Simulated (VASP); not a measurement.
# Sc (P6/mmm) in VASP: a series of runs

Runs on Sc. Level: PBE. Tasks: single point.

Program: VASP 6.6.1. These are calculated values, not measurements. Logs are shortened: lines on timing, memory, paths and dates and some standing lists are left out, and cuts for length are marked.

### 1 The cell of the first run

The structure is hexagonal, space group P6/mmm (No. 191). The conventional cell has a = 4.837 Å, b = 4.837 Å, c = 3.046 Å, α = 90.00°, β = 90.00°, γ = 120.00°. Within 4.0 Å of Sc (site symmetry 6/mmm) lie 14 Sc at 3.05 to 3.18 Å. Sc (site symmetry -6m2) has 11 Sc at 2.79 to 3.18 Å within 3.7 Å.

This isn't the form of Sc at room conditions, which is hcp.

### 2 Single point, PBE

Contents of INCAR:

```
  PREC = Accurate
  ENCUT = 520
  EDIFF = 1E-6
  ISMEAR = -1
  SIGMA = 0.05
  LREAL = False
  LASPH = True
  NELM = 60
  ALGO = Normal
  ISIF = 2
  LWAVE = False
  LCHARG = False
  GGA = PE
  NBANDS = 24
```

Contents of KPOINTS:

```
Automatic mesh
0
Gamma
  8 8 11
```

Contents of POSCAR:

```
Sc
1.0
    4.8365697325      0.0000000000      0.0000000000
   -2.4182848662      4.1885922555      0.0000000000
    0.0000000000      0.0000000000      3.0459062202
Sc
3
Direct
    0.0000000000      0.0000000000      0.0000000000
    0.3333333333      0.6666666667      0.5000000000
    0.6666666667      0.3333333333      0.5000000000
```

Potentials or basis: VASP PAW PBE potentials, release 64 (Sc_sv).

The run is started by

```bash
$ cat potpaw_PBE.64/Sc_sv/POTCAR > POTCAR
$ mpirun -np 1 vasp_std > vasp.out
```

OUTCAR:

```text
PREC = Accurate
   ENCUT = 520
   EDIFF = 1E-6
   ISMEAR = -1
   LREAL = False
   LASPH = True
   NELM = 60
   ISIF = 2
   GGA = PE

 ion  position               nearest neighbor table
   1  0.000  0.000  0.000-   2 3.18   3 3.18   2 3.18   3 3.18   2 3.18   2 3.18   3 3.18   3 3.18
                             3 3.18   3 3.18   2 3.18   2 3.18
   2  0.333  0.667  0.500-   3 2.79   3 2.79   3 2.79   1 3.18   1 3.18   1 3.18   1 3.18   1 3.18
                             1 3.18
   3  0.667  0.333  0.500-   2 2.79   2 2.79   2 2.79   1 3.18   1 3.18   1 3.18   1 3.18   1 3.18
                             1 3.18

  LATTYP: Found a hexagonal cell.
 ALAT       =     4.8365697325
 C/A-ratio  =     0.6297658028

  Lattice vectors:

 A1 = (   4.8365697325,   0.0000000000,   0.0000000000)
 A2 = (  -2.4182848662,   4.1885922555,   0.0000000000)
 A3 = (   0.0000000000,   0.0000000000,   3.0459062202)

Analysis of symmetry for initial positions (statically):
=====================================================================
 Subroutine PRICEL returns:
 Original cell was already a primitive cell.

 Routine SETGRP: Setting up the symmetry group for a
 hexagonal supercell.

 Subroutine GETGRP returns: Found 24 space group operations
 (whereof 24 operations were pure point group operations)
 out of a pool of 24 trial point group operations.

The static configuration has the point symmetry D_6h.

Analysis of symmetry for dynamics (positions and initial velocities):
=====================================================================
 Subroutine PRICEL returns:
 Original cell was already a primitive cell.

 Routine SETGRP: Setting up the symmetry group for a
 hexagonal supercell.

 Subroutine GETGRP returns: Found 24 space group operations
 (whereof 24 operations were pure point group operations)
 out of a pool of 24 trial point group operations.

The dynamic configuration has the point symmetry D_6h.

 Subroutine INISYM returns: Found 24 space group operations
 (whereof 24 operations are pure point group operations),
 and found     1 'primitive' translations

----------------------------------------------------------------------------------------

                                     Primitive cell

  volume of cell :      61.7052

  direct lattice vectors                    reciprocal lattice vectors
     4.836569733  0.000000000  0.000000000     0.206758107  0.119371848  0.000000000
[... 79 lines left out ...]
   PREC   = accura    normal or accurate (medium, high low for compatibility)
   ISTART =      0    job   : 0-new  1-cont  2-samecut
   ICHARG =      2    charge: 1-file 2-atom 10-const
   ISPIN  =      1    spin polarized calculation?
   LNONCOLLINEAR =      F non collinear calculations
   LSORBIT =      F    spin-orbit coupling
   LASPH  =      T    aspherical Exc in radial PAW
   ENCUT  =  520.0 eV  38.22 Ry    6.18 a.u.   8.99  8.99  5.66*2*pi/ulx,y,z
   NELM   =     60;   NELMIN=  2; NELMDL= -5     # of ELM steps
   EDIFF  = 0.1E-05   stopping-criterion for ELM
   LREAL  =      F    real-space projection
[... 7 lines left out ...]
   TEBEG  =    0.0;   TEEND  =   0.0 temperature during run
   PSTRESS=    0.0 pullay stress
   NELECT =      33.0000    total number of electrons
   NUPDOWN=      -1.0000    fix difference up-down
   EMIN   =  10.00;   EMAX   =-10.00  energy-range for DOS
   EFERMI =   0.00;   METHOD = LEGACY
   ISMEAR =    -1;   SIGMA  =   0.05  broadening in eV -4-tet -1-fermi 0-gaus
   EFERMI_NEDOS =   21; number of points for ismear=-14 and -15
   IALGO  =     38    algorithm
   IMIX   =      4    mixing-type and parameters
     AMIX     =   0.40;   BMIX     =  1.00
     AMIX_MAG =   1.60;   BMIX_MAG =  1.00
  volume/ion in A,a.u.               =      20.57       138.80
  Fermi-wavevector in a.u.,A,eV,Ry     =   1.328838  2.511140 24.025319  1.765811
  Thomas-Fermi vector in A             =   2.458046
   LORBIT       =      0    0 simple, 1 ext, 2 COOP (PROOUT), +10 PAW based schemes
   GGA     = PE    functional components
   LHFCALC =     F    Hartree Fock is set to
   AEXX    =    0.0000 exact exchange contribution
   IVDW    =     0    specifies the selected vdW correction
   LEPSILON=     F    determine dielectric tensor
   LRPA    =     F    only Hartree local field effects (RPA)
 non-spin polarized calculation
  energy-cutoff  :      520.00
  volume of cell :       61.71
 maximum number of plane-waves:      1685
 NGX is ok and might be reduce to    36
   NGX = 17   NGY = 17   NGZ = 11

 number of electron      33.0000001 magnetization

 Free energy of the ion-electron system (eV)
  ---------------------------------------------------
  ext. energy  EPLUGINS =         0.00000000
  ---------------------------------------------------
  free energy    TOTEN  =       -18.18694168 eV

  energy without entropy =      -18.14141283  energy(sigma->0) =      -18.16417725

 E-fermi :   4.7345     XC(G=0): -10.6239

 val. band max:        4.7245441170   @ k =   0.0000   0.0000   0.0909
 cond. band min:       4.7356071793   @ k =   0.2500   0.1250   0.3636
 fundamental gap:      0.0110630623
 Fermi energy:         4.7345321826

 k-point     1 :       0.0000    0.0000    0.0000
  band No.  band energies     occupation
      1     -44.2316      2.00000
      2     -44.0562      2.00000
      3     -44.0256      2.00000
      4     -23.1108      2.00000
      5     -23.1108      2.00000
      6     -22.8788      2.00000
[... 637 lines left out ...]
     23       7.3841      0.00000
     24       7.9654      0.00000

 [... further k-points ...]

------------------------ aborting loop because EDIFF is reached ----------------------------------------

  FORCE on cell =-STRESS in cart. coord.  units (eV):
  Direction    XX          YY          ZZ          XY          YZ          ZX
  --------------------------------------------------------------------------------------
  -------------------------------------------------------------------------------------
  Total        4.7660609      4.7660609      4.7473353      0.0000000     -0.0000000      0.0000000
  in kB      123.7508240    123.7508240    123.2646157      0.0000000     -0.0000000      0.0000000
  external PRESSURE =     123.5887546 kB  Pullay stress =       0.0000000 kB

 VOLUME and BASIS-vectors are now :
 -----------------------------------------------------------------------------
  energy-cutoff  :      520.00
  volume of cell :       61.71
      direct lattice vectors                 reciprocal lattice vectors
     4.836569733  0.000000000  0.000000000     0.206758107  0.119371848  0.000000000
    -2.418284866  4.188592255  0.000000000     0.000000000  0.238743697  0.000000000
     0.000000000  0.000000000  3.045906220     0.000000000  0.000000000  0.328309517

 POSITION                                       TOTAL-FORCE (eV/Angst)
 -----------------------------------------------------------------------------------
      0.00000      0.00000      0.00000        -0.000000      0.000000      0.000000
     -0.00000      2.79239      1.52295         0.000000      0.000000     -0.000000
      2.41828      1.39620      1.52295        -0.000000     -0.000000      0.000000
 -----------------------------------------------------------------------------------
    total drift:                                0.000000      0.000000     -0.000000

  FREE ENERGIE OF THE ION-ELECTRON SYSTEM (eV)
  ---------------------------------------------------
  free  energy   TOTEN  =       -18.1869416786 eV

  energy  without entropy=      -18.1414128313  energy(sigma->0) =      -18.16417725
```

OSZICAR:

```text
N       E                     dE             d eps       ncg     rms          rms(c)
DAV:   1     0.538329784718E+03    0.53833E+03   -0.14499E+04  2888   0.148E+03
DAV:   2     0.404170768319E+01   -0.53429E+03   -0.52518E+03  3736   0.650E+02
DAV:   3    -0.192585861655E+02   -0.23300E+02   -0.21974E+02  4624   0.179E+02
DAV:   4    -0.198522122765E+02   -0.59363E+00   -0.58280E+00  4824   0.280E+01
DAV:   5    -0.198634376424E+02   -0.11225E-01   -0.11208E-01  4616   0.447E+00    0.114E+01
DAV:   6    -0.184177360273E+02    0.14457E+01   -0.30643E+00  3944   0.191E+01    0.375E+00
DAV:   7    -0.182052894169E+02    0.21245E+00   -0.84191E-01  4264   0.991E+00    0.973E-01
DAV:   8    -0.181937772258E+02    0.11512E-01   -0.45918E-02  4744   0.308E+00    0.599E-01
DAV:   9    -0.181871194393E+02    0.66578E-02   -0.17593E-02  5136   0.176E+00    0.119E-01
DAV:  10    -0.181869420993E+02    0.17734E-03   -0.16900E-03  4480   0.554E-01    0.251E-02
DAV:  11    -0.181869429894E+02   -0.89018E-06   -0.78544E-05  5048   0.106E-01    0.108E-02
DAV:  12    -0.181869446301E+02   -0.16407E-05   -0.48983E-06  3792   0.294E-02    0.448E-03
DAV:  13    -0.181869418040E+02    0.28261E-05   -0.12781E-06  2744   0.189E-02    0.864E-04
DAV:  14    -0.181869416786E+02    0.12539E-06   -0.26669E-07  2240   0.870E-03
   1 F= -.18186942E+02 E0= -.18164177E+02  d E =-.455288E-01
```

Wall time 2.1 min (1 thread of Intel Xeon 8259CL, shared host); peak memory 0.22 GiB.

Results:

* Free energy: -18.1869 eV
* Pressure: 12.4 GPa
* Band gap on the k mesh: zero (an odd number of electrons rules out a gap without spin polarisation)

Caveat: the cell stands under pressure.

[end of part 1 of 3]
